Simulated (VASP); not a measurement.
# TeH3 (P1) in VASP: further runs

Runs on TeH3. Level: PBE. Tasks: single point.

Program: VASP 6.6.1. These are calculated values, not measurements. Logs are shortened: lines on timing, memory, paths and dates and some standing lists are left out, and cuts for length are marked.

### 1 The cell of the first run

The typed cell holds 16 atoms: a = 7.213 Å, b = 7.163 Å, c = 7.165 Å, α = 91.75°, β = 89.88°, γ = 88.49°.

### 2 Single point, PBE

INCAR

```
  ALGO = Normal
  EDIFF = 1E-7
  ENCUT = 520
  GGA = PE
  ISIF = 2
  ISMEAR = 1
  LASPH = T
  LCHARG = F
  LREAL = Auto
  LWAVE = F
  NBANDS = 32
  NELM = 100
  PREC = Accurate
  SIGMA = 0.15
```

KPOINTS

```
k-points
0
Gamma
  2 2 2
```

POSCAR

```
TeH3
1.0
    7.2118700000      0.0950860000      0.0081710000
    0.0950860000      7.1617700000     -0.1091890000
    0.0081710000     -0.1091890000      7.1641200000
Te H
4 12
Direct
    0.2530465470      0.2512472104      0.2510227060
    0.2469470892      0.7495283724      0.7543802238
    0.7470220544      0.7511515683      0.2489363064
    0.7502437484      0.2508834476      0.7483924712
    0.1890620089      0.5057733108      1.0006619175
    0.0023806399      0.6875695258      0.4876880310
    0.7998051341      0.5107268066      0.0088579674
    1.0026199418      0.3139113844      0.5049249960
    1.0025436240      0.1841330841      0.5069435637
    0.4929705501     -0.0098387208      0.6928165159
    0.0112371626      0.8139273363      0.4823093545
    0.4899048037     -0.0000734340      0.3156560708
    0.3085381796      0.5026183848      0.9894488553
    0.5091450420      1.0010758062      0.1811102050
    0.6965909130      0.5053915500      0.0013745378
    0.4977336358     -0.0016595985      0.8024145057
```

Potentials or basis: VASP PAW PBE potentials, release 64 (Te, H).

Started as:

```console
> cat potpaw_PBE.64/Te/POTCAR potpaw_PBE.64/H/POTCAR > POTCAR
> mpirun -np 1 vasp_std > vasp.out
```

OUTCAR:

```text
EDIFF = 1E-7
   ENCUT = 520
   GGA = PE
   ISIF = 2
   ISMEAR = 1
   LASPH = T
   LREAL = Auto
   NELM = 100
   PREC = Accurate

 ion  position               nearest neighbor table
   1  0.253  0.251  0.251-
   2  0.247  0.750  0.754-
   3  0.747  0.751  0.249-
   4  0.750  0.251  0.748-
   5  0.189  0.506  0.001-  13 0.86
   6  0.002  0.688  0.488-
   7  0.800  0.511  0.009-  15 0.75
   8  0.003  0.314  0.505-
   9  0.003  0.184  0.507-
  10  0.493  0.990  0.693-  16 0.79
  11  0.011  0.814  0.482-
  12  0.490  1.000  0.316-
  13  0.309  0.503  0.989-   5 0.86
  14  0.509  0.001  0.181-
  15  0.697  0.505  0.001-   7 0.75
  16  0.498  0.998  0.802-  10 0.79

  LATTYP: Found a triclinic cell.
 ALAT       =    16.0931344660
 B/A-ratio  =     1.0112633120
 C/A-ratio  =     1.3096520772
 COS(alpha) =     0.0000512480
 COS(beta)  =     0.5825364212
 COS(gamma) =     0.8100678544

  Lattice vectors:

 A1 = (  14.4155690000,   0.2993610000,  -7.1477780000)
 A2 = (  14.5188260000,   7.3519420000,  -0.0928470000)
 A3 = (   7.0053560000, -14.0100760000, -14.1016910000)

Analysis of symmetry for initial positions (statically):
=====================================================================
 Subroutine PRICEL returns:
 Original cell was already a primitive cell.

 Routine SETGRP: Setting up the symmetry group for a
 triclinic supercell.

 Subroutine GETGRP returns: Found  1 space group operations
 (whereof  1 operations were pure point group operations)
 out of a pool of  2 trial point group operations.

The static configuration has the point symmetry C_1 .

Analysis of symmetry for dynamics (positions and initial velocities):
=====================================================================
 Subroutine PRICEL returns:
 Original cell was already a primitive cell.

 Routine SETGRP: Setting up the symmetry group for a
 triclinic supercell.

 Subroutine GETGRP returns: Found  1 space group operations
 (whereof  1 operations were pure point group operations)
 out of a pool of  2 trial point group operations.

The dynamic configuration has the point symmetry C_1 .

 Subroutine INISYM returns: Found  1 space group operations
 (whereof  1 operations are pure point group operations),
 and found     1 'primitive' translations

----------------------------------------------------------------------------------------

                                     Primitive cell

  volume of cell :     369.8736

  direct lattice vectors                    reciprocal lattice vectors
     7.211870000  0.095086000  0.008171000     0.138684817 -0.001844143 -0.000186283
     0.095086000  7.161770000 -0.109189000    -0.001844143  0.139687262  0.002131090
     0.008171000 -0.109189000  7.164120000    -0.000186283  0.002131090  0.139617177

  length of vectors
     7.212501439  7.163233426  7.164956691     0.138697203  0.139715689  0.139633565

  position of ions in fractional coordinates (direct lattice)
     0.253046547  0.251247210  0.251022706
     0.246947089  0.749528372  0.754380224
     0.747022054  0.751151568  0.248936306
     0.750243748  0.250883448  0.748392471
     0.189062009  0.505773311  0.000661917
     0.002380640  0.687569526  0.487688031
[... 8 lines left out ...]
     0.696590913  0.505391550  0.001374538
     0.497733636  0.998340402  0.802414506

  ion indices of the primitive-cell ions
   primitive index   ion index
                 1           1
                 2           2
                 3           3
                 4           4
                 5           5
                 6           6
[... 8 lines left out ...]
                15          15
                16          16

----------------------------------------------------------------------------------------

 KPOINTS: k-points

Automatic generation of k-mesh.
 Grid dimensions read from file:
 generate k-points for:    2    2    2

 Generating k-lattice:

  Cartesian coordinates                     Fractional coordinates (reciprocal lattice)
     0.069342409 -0.000922071 -0.000093141     0.500000000  0.000000000  0.000000000
    -0.000922071  0.069843631  0.001065545    -0.000000000  0.500000000  0.000000000
    -0.000093141  0.001065545  0.069808589     0.000000000  0.000000000  0.500000000

  Length of vectors
     0.069348602  0.069857844  0.069816783

  Shift w.r.t. Gamma in fractional coordinates (k-lattice)
     0.000000000  0.000000000  0.000000000

 Subroutine IBZKPT returns following result:
 ===========================================

 Found      8 irreducible k-points:

 Following reciprocal coordinates:
            Coordinates               Weight
  0.000000  0.000000  0.000000      1.000000
  0.500000  0.000000  0.000000      1.000000
  0.000000  0.500000  0.000000      1.000000
  0.500000  0.500000 -0.000000      1.000000
  0.000000 -0.000000  0.500000      1.000000
  0.500000  0.000000  0.500000      1.000000
  0.000000  0.500000  0.500000      1.000000
[... 32 lines left out ...]
   EMIN   =  10.00;   EMAX   =-10.00  energy-range for DOS
   EFERMI =   0.00;   METHOD = LEGACY
   ISMEAR =     1;   SIGMA  =   0.15  broadening in eV -4-tet -1-fermi 0-gaus
   EFERMI_NEDOS =   21; number of points for ismear=-14 and -15
   IALGO  =     38    algorithm
   IMIX   =      4    mixing-type and parameters
     AMIX     =   0.40;   BMIX     =  1.00
     AMIX_MAG =   1.60;   BMIX_MAG =  1.00
  volume/ion in A,a.u.               =      23.12       156.00
  Fermi-wavevector in a.u.,A,eV,Ry     =   0.753051  1.423061  7.715676  0.567086
  Thomas-Fermi vector in A             =   1.850402
   LORBIT       =      0    0 simple, 1 ext, 2 COOP (PROOUT), +10 PAW based schemes
   GGA     = PE    functional components
   LHFCALC =     F    Hartree Fock is set to
   AEXX    =    0.0000 exact exchange contribution
   IVDW    =     0    specifies the selected vdW correction
   LEPSILON=     F    determine dielectric tensor
   LRPA    =     F    only Hartree local field effects (RPA)
 non-spin polarized calculation
 Methfessel and Paxton  Order N= 1 SIGMA  =   0.15
  energy-cutoff  :      520.00
  volume of cell :      369.87
 maximum number of plane-waves:      9974
 NGX is ok and might be reduce to    54
   NGX = 27   NGY = 27   NGZ = 27

 number of electron      35.9999998 magnetization

 Free energy of the ion-electron system (eV)
  ---------------------------------------------------
  ext. energy  EPLUGINS =         0.00000000
  ---------------------------------------------------
  free energy    TOTEN  =       -42.11188602 eV

  energy without entropy =      -42.10648283  energy(sigma->0) =      -42.11008495

 E-fermi :  -0.7630     XC(G=0):  -6.2779

 val. band max:       -0.7995975678   @ k =   0.0000   0.0000   0.0000
 cond. band min:      -0.7382364927   @ k =   0.0000   0.0000   0.0000
 fundamental gap:      0.0613610751
 Fermi energy:        -0.7630433061

 k-point     1 :       0.0000    0.0000    0.0000
  band No.  band energies     occupation
      1     -11.2429      2.00000
      2     -10.7510      2.00000
      3     -10.6375      2.00000
      4     -10.6044      2.00000
      5      -7.9555      2.00000
      6      -7.6222      2.00000
[... 22 lines left out ...]
     29       4.1850      0.00000
     30       5.8205      0.00000

 k-point     2 :       0.5000    0.0000    0.0000
  band No.  band energies     occupation
      1     -11.0689      2.00000
      2     -10.9461      2.00000
      3     -10.7623      2.00000
      4     -10.4867      2.00000
      5      -7.9083      2.00000
      6      -7.5320      2.00000
[... 22 lines left out ...]
     29       4.8575      0.00000
     30       5.0203      0.00000

 k-point     3 :       0.0000    0.5000    0.0000
  band No.  band energies     occupation
      1     -11.0595      2.00000
      2     -10.9070      2.00000
      3     -10.8202      2.00000
      4     -10.4844      2.00000
      5      -7.8251      2.00000
      6      -7.5252      2.00000
[... 131 lines left out ...]
      6      -7.4071      2.00000
[... 22 lines left out ...]
     29       5.2494      0.00000
     30       5.3335      0.00000

 k-point     8 :       0.5000    0.5000    0.5000
  band No.  band energies     occupation
      1     -11.0272      2.00000
      2     -10.8653      2.00000
      3     -10.8329      2.00000
      4     -10.5225      2.00000
      5      -7.9114      2.00000
      6      -7.5720      2.00000
[... 22 lines left out ...]
     29       4.7980      0.00000
     30       5.8222      0.00000
 [bands above 30 left out]

------------------------ aborting loop because EDIFF is reached ----------------------------------------

  FORCE on cell =-STRESS in cart. coord.  units (eV):
  Direction    XX          YY          ZZ          XY          YZ          ZX
  --------------------------------------------------------------------------------------
  -------------------------------------------------------------------------------------
  Total       -3.3716057     -5.9585385     -4.5762892      0.9214181      0.5558348      0.6590347
  in kB      -14.6047455    -25.8105319    -19.8230587      3.9912959      2.4077031      2.8547329
  external PRESSURE =     -20.0794454 kB  Pullay stress =       0.0000000 kB

 VOLUME and BASIS-vectors are now :
 -----------------------------------------------------------------------------
  energy-cutoff  :      520.00
  volume of cell :      369.87
      direct lattice vectors                 reciprocal lattice vectors
     7.211870000  0.095086000  0.008171000     0.138684817 -0.001844143 -0.000186283
     0.095086000  7.161770000 -0.109189000    -0.001844143  0.139687262  0.002131090
     0.008171000 -0.109189000  7.164120000    -0.000186283  0.002131090  0.139617177

 POSITION                                       TOTAL-FORCE (eV/Angst)
 -----------------------------------------------------------------------------------
      1.85088      1.79603      1.77299         0.035089     -0.193234      0.170134
      1.85838      5.30906      5.32465        -0.160338     -0.122407     -0.110108
      5.46088      5.42343      1.70750        -0.096637      0.376318      0.198849
      5.44063      1.78639      5.34031         0.194231     -0.044273     -0.227295
      1.41159      3.64014     -0.04894         1.724987     -0.066216     -0.087333
      0.08653      4.87119      3.41880         0.200467      2.292553     -0.087741
[... 8 lines left out ...]
      5.07179      3.68558     -0.03964        -1.110134     -0.218815     -0.200903
      3.69108      7.10960      5.64365         0.054028      0.090725     -0.222288
 -----------------------------------------------------------------------------------
    total drift:                                0.004674     -0.005544     -0.004312

  FREE ENERGIE OF THE ION-ELECTRON SYSTEM (eV)
  ---------------------------------------------------
  free  energy   TOTEN  =       -42.1118860180 eV

  energy  without entropy=      -42.1064828267  energy(sigma->0) =      -42.11008495
```

Run time: 4.1 min. Hardware: 1 thread of Intel Xeon Platinum 8259CL at 2.50GHz (Skylake/Cascade Lake), shared host; peak memory 0.39 GiB.

What came out:

* Free energy: -42.1119 eV
* Pressure: -2.0 GPa
* Largest force: 2.562 eV/Å
* Band gap on the k mesh: zero (band 18 reaches -0.67 eV, above the bottom of band 19 at -0.92 eV)

Forces in eV/Å, atoms in the order of the input:
```
Te   0.035 -0.193  0.170
Te  -0.160 -0.122 -0.110
Te  -0.097  0.376  0.199
Te   0.194 -0.044 -0.227
H    1.725 -0.066 -0.087
H    0.200  2.293 -0.088
H    1.087  0.062  0.056
H    0.001 -2.338  0.038
H   -0.039  2.369 -0.013
H    0.012  0.026  0.239
H   -0.193 -2.270  0.132
H    0.239  0.191 -2.543
H   -1.738  0.045  0.114
H   -0.210 -0.200  2.543
H   -1.110 -0.219 -0.201
H    0.054  0.091 -0.222
```

Caveat: the k points lie up to 0.44 Å⁻¹ apart; spin-orbit coupling is left out, which moves the levels of the heavy elements; forces of over 1 eV/Å act on the atoms, so gaps and moduli don't describe the material at rest.

### 3 Single point, PBE

INCAR

```
SYSTEM = TeH3
PREC = Accurate
ENCUT = 520
EDIFF = 1E-7
ISMEAR = 1
SIGMA = 0.15
LREAL = Auto
LASPH = .True.
NELM = 100
ALGO = Normal
ISIF = 2
LWAVE = .False.
LCHARG = .False.
GGA = PE
NBANDS = 32
```

KPOINTS

```
Automatic mesh
0
Gamma
  2 2 2
  0 0 0
```

POSCAR

```
TeH3
1.0
    7.2118700000      0.0950860000      0.0081710000
    0.0950860000      7.1617700000     -0.1091890000
    0.0081710000     -0.1091890000      7.1641200000
Te H
4 12
Direct
    0.2531145186      0.2514058312      0.2507430853
    0.2469870040      0.7498851079      0.7546518029
    0.7470542671      0.7503687838      0.2490731362
    0.7500935652      0.2511014474      0.7484381196
    0.2003570040      0.5136783072      1.0032698927
    0.0052635302      0.7022103191      0.4779994799
    0.7914165604      0.5217950256      0.0176537540
    1.0068822910      0.2999433848      0.5117360238
    1.0055972990      0.1903851952      0.5116926061
    0.4902600122     -0.0215304334      0.7012322796
    0.0213501885      0.8064567233      0.4651171045
    0.4784752059     -0.0039706544      0.3057851945
    0.2946773118      0.5041061581      0.9796961859
    0.5153122568      1.0020571104      0.1855821786
    0.6997256160      0.5081462377      0.0008846197
    0.4945023833     -0.0034825950      0.7914873229
```

Potentials or basis: VASP PAW PBE potentials, release 64 (Te, H).

Started as:

```console
> cat potpaw_PBE.64/Te/POTCAR potpaw_PBE.64/H/POTCAR > POTCAR
> mpirun -np 1 vasp_std > vasp.out
```

It took 4.4 min on 1 thread of Intel Xeon Platinum 8259CL at 2.50GHz (Skylake/Cascade Lake), shared host; peak memory 0.39 GiB.

The run converged. Its results:

```
Free energy            : -42.1982 eV
Pressure               : 0.6 GPa
Largest force          : 5.248 eV/Å
Band gap on the k mesh : zero (band 18 reaches -0.75 eV, above the bottom of band 19 at -0.96 eV)
```

Forces on the atoms (eV/Å):
```
Te   0.125 -0.234  0.131
Te  -0.128 -0.104 -0.086
Te  -0.225  0.424  0.082
Te   0.020  0.035 -0.004
H   -2.761  0.123  0.795
H   -0.021 -0.278  0.121
H    3.913  0.617  0.672
H    0.024 -0.030 -0.027
H   -0.027  0.073  0.010
H   -0.231 -0.909 -5.132
H    0.093  0.324 -0.025
H    0.358  0.344 -1.880
H    2.718 -0.254 -0.689
H   -0.312 -0.353  1.895
H   -3.943 -0.923 -0.969
H    0.396  1.146  5.106
```

Stress tensor (GPa, compression positive):
```
 1.42  0.67  0.31
 0.67 -0.17  0.36
 0.31  0.36  0.63
```

Levels at points of the mesh, in eV from the Fermi level:
```csv
k point,band 15,band 16,band 17,band 18,band 19,band 20,band 21,band 22
"(0.00, 0.00, 0.00)",-0.18,-0.04,-0.02,0.07,0.12,0.19,0.24,0.33
"(0.50, 0.00, 0.00)",-0.46,-0.40,-0.17,-0.10,-0.06,0.63,0.74,1.08
"(0.00, 0.50, 0.00)",-0.47,-0.36,-0.17,-0.11,-0.09,0.64,0.70,1.10
"(0.50, 0.50, 0.00)",-0.61,-0.16,-0.06,0.02,0.39,0.41,0.51,0.99
"(0.00, 0.00, 0.50)",-0.53,-0.34,-0.20,-0.09,-0.08,0.61,0.77,1.02
"(0.50, 0.00, 0.50)",-0.57,-0.18,-0.06,0.01,0.29,0.42,0.56,1.04
"(0.00, 0.50, 0.50)",-0.61,-0.14,-0.05,-0.01,0.33,0.41,0.55,1.01
"(0.50, 0.50, 0.50)",-0.34,-0.25,-0.20,-0.18,-0.14,0.44,0.55,0.67
```

Caveat: the k points lie up to 0.44 Å⁻¹ apart; spin-orbit coupling is left out, which moves the levels of the heavy elements; forces of over 1 eV/Å act on the atoms, so gaps and moduli don't describe the material at rest.

### 4 Single point, PBE

INCAR

```
ALGO = Normal
EDIFF = 1E-6
ENCUT = 520
GGA = PE
ISIF = 2
ISMEAR = 1
LASPH = T
LCHARG = T
LELF = T
LREAL = Auto
LVHAR = T
LWAVE = F
NBANDS = 32
NELM = 100
PREC = Accurate
SIGMA = 0.15
```

KPOINTS

```
k-points
0
Gamma
  2 2 2
```

POSCAR

```
TeH3
1.0
    7.2118700000      0.0950860000      0.0081710000
    0.0950860000      7.1617700000     -0.1091890000
    0.0081710000     -0.1091890000      7.1641200000
Te H
4 12
Direct
    0.2531758781      0.2515364292      0.2505063163
    0.2470183795      0.7501884118      0.7548823771
    0.7470764284      0.7497083234      0.2491925792
    0.7499647260      0.2512891841      0.7484772802
    0.2027898152      0.5209983895      1.0080237765
    0.0074676675      0.7137613271      0.4702536902
    0.7948512238      0.5328225044      0.0269665538
    1.0106536980      0.2883004410      0.5175106204
    1.0080893758      0.1955512758      0.5157611751
    0.4873883125     -0.0340733674      0.6953556212
    0.0304837069      0.8011772127      0.4500957070
    0.4696385079     -0.0063986119      0.2914639796
    0.2899064562      0.5044315544      0.9691527433
    0.5197965758      1.0019241207      0.1952896985
    0.6917088108      0.5080350375     -0.0022079634
    0.4927739848     -0.0018108583      0.7951621159
```

Started as:

```console
> cat potpaw_PBE.64/Te/POTCAR potpaw_PBE.64/H/POTCAR > POTCAR
> mpirun -np 1 vasp_std > vasp.out
```

Wall time 3.2 min (1 thread of Intel Xeon Platinum 8259CL at 2.50GHz (Skylake/Cascade Lake), shared host); peak memory 0.39 GiB.

It converged, with:

```
Free energy            : -42.3717 eV
Pressure               : 1.1 GPa
Largest force          : 4.719 eV/Å
Band gap on the k mesh : zero (band 18 reaches -0.76 eV, above the bottom of band 19 at -0.91 eV)
```

Forces on the atoms (eV/Å):
```
Te   0.175 -0.064 -0.108
Te   0.111 -0.020  0.064
Te  -0.201  0.086 -0.268
Te  -0.387  0.149  0.449
H   -3.075  0.335  1.523
H   -1.007 -3.884  1.064
H    0.092  0.235  0.180
H    0.238  4.713 -0.018
H   -0.161 -4.659 -0.041
H   -0.108 -0.371 -1.073
H    1.167  3.926 -0.912
H   -0.363  0.220  0.184
H    3.008 -0.540 -1.380
H    0.362 -0.206 -0.195
H   -0.140 -0.570 -0.510
H    0.288  0.652  1.040
```

Stress tensor (GPa, compression positive):
```
 1.01  0.52 -0.41
 0.52  1.86 -0.32
-0.41 -0.32  0.50
```

Levels at points of the mesh, in eV from the Fermi level:
```tsv
k point	band 15	band 16	band 17	band 18	band 19	band 20	band 21	band 22
(0.00, 0.00, 0.00)	-0.20	-0.05	-0.02	0.04	0.10	0.20	0.28	0.36
(0.50, 0.00, 0.00)	-0.50	-0.35	-0.18	-0.11	-0.09	0.67	0.73	0.97
(0.00, 0.50, 0.00)	-0.49	-0.39	-0.20	-0.09	-0.05	0.63	0.75	1.09
(0.50, 0.50, 0.00)	-0.61	-0.16	-0.07	0.03	0.31	0.44	0.45	1.04
(0.00, 0.00, 0.50)	-0.48	-0.41	-0.21	-0.09	-0.07	0.58	0.74	1.04
(0.50, 0.00, 0.50)	-0.56	-0.23	-0.10	-0.02	0.27	0.46	0.58	1.06
(0.00, 0.50, 0.50)	-0.62	-0.14	-0.06	0.06	0.26	0.45	0.55	0.93
(0.50, 0.50, 0.50)	-0.35	-0.24	-0.22	-0.19	-0.09	0.47	0.55	0.61
```

Caveat: the k points lie up to 0.44 Å⁻¹ apart; spin-orbit coupling is left out, which moves the levels of the heavy elements; forces of over 1 eV/Å act on the atoms, so gaps and moduli don't describe the material at rest.
